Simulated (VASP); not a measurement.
Runs of VASP 6.6.1 on Bi. The structure is that of space group Fd-3m (No. 227), or close to it. The cells are those of the table. 

```csv
cell,k mesh,gap on the mesh (eV),pressure (GPa)
"a = 5.118 Å, angles 60.0°, 2 atoms",8 × 8 × 8,none,2.6
"a = 5.263 Å, angles 60.0°, 2 atoms",8 × 8 × 8,none,0.1
"a = 5.332 Å, angles 60.0°, 2 atoms",8 × 8 × 8,none,-0.8
"a = 5.043 Å, angles 60.0°, 2 atoms",8 × 8 × 8,none,(c)
"a = 5.399 Å, angles 60.0°, 2 atoms",8 × 8 × 8,none,-1.6
"a = 5.465 Å, angles 60.0°, 2 atoms",8 × 8 × 8,none,(b)
"a = 5.192 Å, angles 60.0°, 2 atoms",8 × 8 × 8,none,1.2
"a = 5.263 Å, angles 60.0°, 2 atoms",12 × 12 × 12,none,(a)
```

Alike in all rows: task single point; level BLYP; potentials or basis VASP PAW PBE potentials, release 64 (Bi_d); no spin polarisation; cutoff (eV) 520; smearing fermi-dirac 0.1 eV.

**Question.** Estimate the missing entries.

**Answer.** (a) 0.0; (b) -2.2; (c) 4.3.

Caveats: the PAW data sets were made with another functional, which shifts forces and pressure a little; spin-orbit coupling is left out, which moves the levels of the heavy elements.

A k mesh can miss the band edges, and the runs leave out spin-orbit coupling on Bi.

A gap of «none» marks levels without a gap at the run's occupations.
